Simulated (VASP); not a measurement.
# Ge (P4_32_12) in VASP: single point with revPBE

Aim: the single point of Ge with revPBE.

Program: VASP 6.6.1. These are calculated values, not measurements. Logs are shortened: lines on timing, memory, paths and dates and some standing lists are left out, and cuts for length are marked.

## (1) The cell of the first run

The structure is tetragonal, space group P4_32_12 (No. 96). Conventional cell: a = 6.038 Å, b = 6.038 Å, c = 7.221 Å, α = 90.00°, β = 90.00°, γ = 90.00°. Within 3.3 Å of Ge (site symmetry 2) lie 4 Ge at 2.53 to 2.56 Å. Ge (site symmetry 1) has 4 Ge at 2.53 to 2.56 Å within 3.3 Å.

## (2) Single point, revPBE

INCAR reads:

```
SYSTEM = Ge
PREC = Accurate
ENCUT = 520
EDIFF = 1E-6
ISMEAR = -1
SIGMA = 0.05
LREAL = .False.
LASPH = .True.
NELM = 60
ALGO = Normal
ISIF = 2
LWAVE = .False.
LCHARG = .True.
GGA = RE
LELF = .True.
LVHAR = .True.
NBANDS = 96
```

KPOINTS reads:

```
Automatic mesh
0
Gamma
  5 5 4
  0 0 0
```

POSCAR reads:

```
Ge
1.0
    6.0378678791      0.0000000000      0.0000000000
    0.0000000000      6.0378678791      0.0000000000
    0.0000000000      0.0000000000      7.2207694494
Ge
12
Direct
    0.0874251507      0.0874251507      0.0000000000
    0.4125748493      0.5874251507      0.7500000000
    0.9125748493      0.9125748493      0.5000000000
    0.5874251507      0.4125748493      0.2500000000
    0.1704353136      0.3716188087      0.2529760559
    0.1283811913      0.6704353136      0.0029760559
    0.8295646864      0.6283811913      0.7529760559
    0.8716188087      0.3295646864      0.5029760559
    0.6704353136      0.1283811913      0.9970239441
    0.6283811913      0.8295646864      0.2470239441
    0.3295646864      0.8716188087      0.4970239441
    0.3716188087      0.1704353136      0.7470239441
```

Potentials or basis: VASP PAW PBE potentials, release 64 (Ge_d).

Run with:

```console
$ cat potpaw_PBE.64/Ge_d/POTCAR > POTCAR
$ mpirun -np 1 vasp_std > vasp.out
```

OUTCAR:

```text
SYSTEM = Ge
   PREC = Accurate
   ENCUT = 520
   EDIFF = 1E-6
   ISMEAR = -1
   LREAL = .False.
   LASPH = .True.
   NELM = 60
   ISIF = 2
   GGA = RE

 ion  position               nearest neighbor table
   1  0.087  0.087  0.000-   6 2.53   9 2.53   5 2.56  12 2.56
   2  0.413  0.587  0.750-   7 2.53  12 2.53  11 2.56   6 2.56
   3  0.913  0.913  0.500-   8 2.53  11 2.53  10 2.56   7 2.56
   4  0.587  0.413  0.250-   5 2.53  10 2.53   9 2.56   8 2.56
   5  0.170  0.372  0.253-   4 2.53   1 2.56   6 2.56   8 2.56
   6  0.128  0.670  0.003-   1 2.53   2 2.56   5 2.56   7 2.56
   7  0.830  0.628  0.753-   2 2.53   3 2.56   6 2.56   8 2.56
   8  0.872  0.330  0.503-   3 2.53   4 2.56   5 2.56   7 2.56
   9  0.670  0.128  0.997-   1 2.53   4 2.56  10 2.56  12 2.56
  10  0.628  0.830  0.247-   4 2.53   3 2.56   9 2.56  11 2.56
  11  0.330  0.872  0.497-   3 2.53   2 2.56  10 2.56  12 2.56
  12  0.372  0.170  0.747-   2 2.53   1 2.56   9 2.56  11 2.56

  LATTYP: Found a simple tetragonal cell.
 ALAT       =     6.0378678791
 C/A-ratio  =     1.1959137884

  Lattice vectors:

 A1 = (   6.0378678791,   0.0000000000,   0.0000000000)
 A2 = (   0.0000000000,   6.0378678791,   0.0000000000)
 A3 = (   0.0000000000,   0.0000000000,   7.2207694494)

Analysis of symmetry for initial positions (statically):
=====================================================================
 Subroutine PRICEL returns:
 Original cell was already a primitive cell.

 Routine SETGRP: Setting up the symmetry group for a
 simple tetragonal supercell.

 Subroutine GETGRP returns: Found  8 space group operations
 (whereof  2 operations were pure point group operations)
 out of a pool of 16 trial point group operations.

The static configuration has the point symmetry C_2 .
 The point group associated with its full space group is D_4 .

Analysis of symmetry for dynamics (positions and initial velocities):
=====================================================================
 Subroutine PRICEL returns:
 Original cell was already a primitive cell.

 Routine SETGRP: Setting up the symmetry group for a
 simple tetragonal supercell.

 Subroutine GETGRP returns: Found  8 space group operations
 (whereof  2 operations were pure point group operations)
 out of a pool of 16 trial point group operations.

The dynamic configuration has the point symmetry C_2 .
 The point group associated with its full space group is D_4 .

 Subroutine INISYM returns: Found  8 space group operations
 (whereof  2 operations are pure point group operations),
 and found     1 'primitive' translations

----------------------------------------------------------------------------------------

                                     Primitive cell

  volume of cell :     263.2393

  direct lattice vectors                    reciprocal lattice vectors
     6.037867879  0.000000000  0.000000000     0.165621378  0.000000000  0.000000000
     0.000000000  6.037867879  0.000000000     0.000000000  0.165621378  0.000000000
     0.000000000  0.000000000  7.220769449     0.000000000  0.000000000  0.138489396

  length of vectors
     6.037867879  6.037867879  7.220769449     0.165621378  0.165621378  0.138489396

  position of ions in fractional coordinates (direct lattice)
     0.087425151  0.087425151  0.000000000
     0.412574849  0.587425151  0.750000000
     0.912574849  0.912574849  0.500000000
     0.587425151  0.412574849  0.250000000
     0.170435314  0.371618809  0.252976056
     0.128381191  0.670435314  0.002976056
     0.829564686  0.628381191  0.752976056
     0.871618809  0.329564686  0.502976056
     0.670435314  0.128381191  0.997023944
     0.628381191  0.829564686  0.247023944
     0.329564686  0.871618809  0.497023944
     0.371618809  0.170435314  0.747023944

  ion indices of the primitive-cell ions
   primitive index   ion index
                 1           1
                 2           2
                 3           3
                 4           4
                 5           5
                 6           6
                 7           7
                 8           8
                 9           9
                10          10
                11          11
                12          12

----------------------------------------------------------------------------------------

 KPOINTS: Automatic mesh

Automatic generation of k-mesh.
 Grid dimensions read from file:
 generate k-points for:    5    5    4

 Generating k-lattice:

  Cartesian coordinates                     Fractional coordinates (reciprocal lattice)
     0.033124276  0.000000000  0.000000000     0.200000000  0.000000000  0.000000000
     0.000000000  0.033124276  0.000000000     0.000000000  0.200000000  0.000000000
     0.000000000  0.000000000  0.034622349     0.000000000  0.000000000  0.250000000

  Length of vectors
     0.033124276  0.033124276  0.034622349

  Shift w.r.t. Gamma in fractional coordinates (k-lattice)
     0.000000000  0.000000000  0.000000000

 Subroutine IBZKPT returns following result:
 ===========================================

 Found     18 irreducible k-points:

 Following reciprocal coordinates:
            Coordinates               Weight
  0.000000  0.000000  0.000000      1.000000
  0.200000  0.000000  0.000000      4.000000
  0.400000  0.000000  0.000000      4.000000
  0.200000  0.200000  0.000000      4.000000
  0.400000  0.200000  0.000000      8.000000
  0.400000  0.400000  0.000000      4.000000
[... 10 lines left out ...]
  0.400000  0.200000  0.500000      8.000000
  0.400000  0.400000  0.500000      4.000000
   k-points           NKPTS =     18   k-points in BZ     NKDIM =     18   number of bands    NBANDS=     96
   number of dos      NEDOS =    301   number of ions     NIONS =     12
   total plane-waves  NPLWV = 124416
   dimension x,y,z NGX =    48 NGY =   48 NGZ =   54
   dimension x,y,z NGXF=    96 NGYF=   96 NGZF=  108
   ions per type =              12
   NGX,Y,Z   is equivalent  to a cutoff of  13.22, 13.22, 12.43 a.u.
   NGXF,Y,Z  is equivalent  to a cutoff of  26.43, 26.43, 24.87 a.u.
 SYSTEM =  Ge
   PREC   = accura    normal or accurate (medium, high low for compatibility)
   ISTART =      0    job   : 0-new  1-cont  2-samecut
   ICHARG =      2    charge: 1-file 2-atom 10-const
   ISPIN  =      1    spin polarized calculation?
   LNONCOLLINEAR =      F non collinear calculations
   LSORBIT =      F    spin-orbit coupling
   LASPH  =      T    aspherical Exc in radial PAW
   ENCUT  =  520.0 eV  38.22 Ry    6.18 a.u.  11.23 11.23 13.43*2*pi/ulx,y,z
   NELM   =     60;   NELMIN=  2; NELMDL= -5     # of ELM steps
   EDIFF  = 0.1E-05   stopping-criterion for ELM
   LREAL  =      F    real-space projection
   EDIFFG = 0.1E-04   stopping-criterion for IOM
   NSW    =      0    number of steps for IOM
   IBRION =     -1    ionic relax: 0-MD 1-quasi-New 2-CG
   NFREE  =      0    steps in history (QN), initial steepest desc. (CG)
   ISIF   =      2    stress and relaxation
   ISYM   =      2    0-nonsym 1-usesym 2-fastsym
   POTIM  = 0.5000    time-step for ionic-motion
   TEBEG  =    0.0;   TEEND  =   0.0 temperature during run
   PSTRESS=    0.0 pullay stress
   NELECT =     168.0000    total number of electrons
   NUPDOWN=      -1.0000    fix difference up-down
   EMIN   =  10.00;   EMAX   =-10.00  energy-range for DOS
   EFERMI =   0.00;   METHOD = LEGACY
   ISMEAR =    -1;   SIGMA  =   0.05  broadening in eV -4-tet -1-fermi 0-gaus
   EFERMI_NEDOS =   21; number of points for ismear=-14 and -15
   IALGO  =     38    algorithm
   IMIX   =      4    mixing-type and parameters
     AMIX     =   0.40;   BMIX     =  1.00
     AMIX_MAG =   1.60;   BMIX_MAG =  1.00
  volume/ion in A,a.u.               =      21.94       148.04
  Fermi-wavevector in a.u.,A,eV,Ry     =   1.409487  2.663544 27.030057  1.986653
  Thomas-Fermi vector in A             =   2.531538
   LORBIT       =      0    0 simple, 1 ext, 2 COOP (PROOUT), +10 PAW based schemes
   GGA     = RE    functional components
   LHFCALC =     F    Hartree Fock is set to
   AEXX    =    0.0000 exact exchange contribution
   IVDW    =     0    specifies the selected vdW correction
   LEPSILON=     F    determine dielectric tensor
   LRPA    =     F    only Hartree local field effects (RPA)
 non-spin polarized calculation
  energy-cutoff  :      520.00
  volume of cell :      263.24
 maximum number of plane-waves:      7115
 NGX is ok and might be reduce to    48
   NGX = 23   NGY = 23   NGZ = 27

 number of electron     168.0000118 magnetization

 Free energy of the ion-electron system (eV)
  ---------------------------------------------------
  ext. energy  EPLUGINS =         0.00000000
  ---------------------------------------------------
  free energy    TOTEN  =       -48.87894410 eV

  energy without entropy =      -48.87843924  energy(sigma->0) =      -48.87869167

 E-fermi :   4.9909     XC(G=0): -10.2087

 val. band max:        4.7050230716   @ k =   0.4000   0.2000   0.0000
 cond. band min:       5.2543547033   @ k =   0.4000   0.4000   0.0000
 fundamental gap:      0.5493316317
 Fermi energy:         4.9908930478

 k-point     1 :       0.0000    0.0000    0.0000
  band No.  band energies     occupation
      1     -19.5887      2.00000
      2     -19.5696      2.00000
      3     -19.5696      2.00000
      4     -19.5565      2.00000
      5     -19.5558      2.00000
      6     -19.5557      2.00000
[... 88 lines left out ...]
     95       9.2682      0.00000
     96       9.2682      0.00000

 k-point     2 :       0.2000    0.0000    0.0000
  band No.  band energies     occupation
      1     -19.5854      2.00000
      2     -19.5714      2.00000
      3     -19.5676      2.00000
      4     -19.5602      2.00000
      5     -19.5571      2.00000
      6     -19.5558      2.00000
[... 1672 lines left out ...]
     95       8.4005      0.00000
     96       8.4005      0.00000

------------------------ aborting loop because EDIFF is reached ----------------------------------------

  FORCE on cell =-STRESS in cart. coord.  units (eV):
  Direction    XX          YY          ZZ          XY          YZ          ZX
  --------------------------------------------------------------------------------------
  -------------------------------------------------------------------------------------
  Total        0.5784574      0.5784574     -1.2466824      0.0000000     -0.0000000     -0.0000000
  in kB        3.5207184      3.5207184     -7.5877973      0.0000000     -0.0000000     -0.0000000
  external PRESSURE =      -0.1821202 kB  Pullay stress =       0.0000000 kB

 VOLUME and BASIS-vectors are now :
 -----------------------------------------------------------------------------
  energy-cutoff  :      520.00
  volume of cell :      263.24
      direct lattice vectors                 reciprocal lattice vectors
     6.037867879  0.000000000  0.000000000     0.165621378  0.000000000  0.000000000
     0.000000000  6.037867879  0.000000000     0.000000000  0.165621378  0.000000000
     0.000000000  0.000000000  7.220769449     0.000000000  0.000000000  0.138489396

 POSITION                                       TOTAL-FORCE (eV/Angst)
 -----------------------------------------------------------------------------------
      0.52786      0.52786      0.00000         0.038739      0.038739     -0.000000
      2.49107      3.54680      5.41558        -0.038739      0.038739     -0.000000
      5.51001      5.51001      3.61038        -0.038739     -0.038739     -0.000000
      3.54680      2.49107      1.80519         0.038739     -0.038739     -0.000000
      1.02907      2.24379      1.82668        -0.001662     -0.068271     -0.086519
      0.77515      4.04800      0.02149         0.068271     -0.001662     -0.086519
      5.00880      3.79408      5.43707         0.001662      0.068271     -0.086519
      5.26272      1.98987      3.63187        -0.068271      0.001662     -0.086519
      4.04800      0.77515      7.19928        -0.001662      0.068271      0.086519
      3.79408      5.00880      1.78370         0.068271      0.001662      0.086519
      1.98987      5.26272      3.58890         0.001662     -0.068271      0.086519
      2.24379      1.02907      5.39409        -0.068271     -0.001662      0.086519
 -----------------------------------------------------------------------------------
    total drift:                               -0.000000      0.000000     -0.000000

  FREE ENERGIE OF THE ION-ELECTRON SYSTEM (eV)
  ---------------------------------------------------
  free  energy   TOTEN  =       -48.8789440972 eV

  energy  without entropy=      -48.8784392368  energy(sigma->0) =      -48.87869167
```

It took 7 min on 1 thread of AMD EPYC 7R13 (Zen 3), shared host; peak memory 0.48 GiB.

What came out:

```yaml
Free_energy: -48.8789 eV
Pressure: 0.0 GPa
Largest_force: 0.110 eV/Å
Band_gap_on_the_k_mesh: 0.55 eV (least direct gap 0.60 eV)
```

Forces in eV/Å, atoms in the order of the input:
```
Ge   0.039  0.039  0.000
Ge  -0.039  0.039  0.000
Ge  -0.039 -0.039  0.000
Ge   0.039 -0.039  0.000
Ge  -0.002 -0.068 -0.087
Ge   0.068 -0.002 -0.087
Ge   0.002  0.068 -0.087
Ge  -0.068  0.002 -0.087
Ge  -0.002  0.068  0.087
Ge   0.068  0.002  0.087
Ge   0.002 -0.068  0.087
Ge  -0.068 -0.002  0.087
```

Caveat: the PAW data sets were made with another functional, which shifts forces and pressure a little; an odd mesh through Γ misses points on the zone boundary, where band edges can lie.
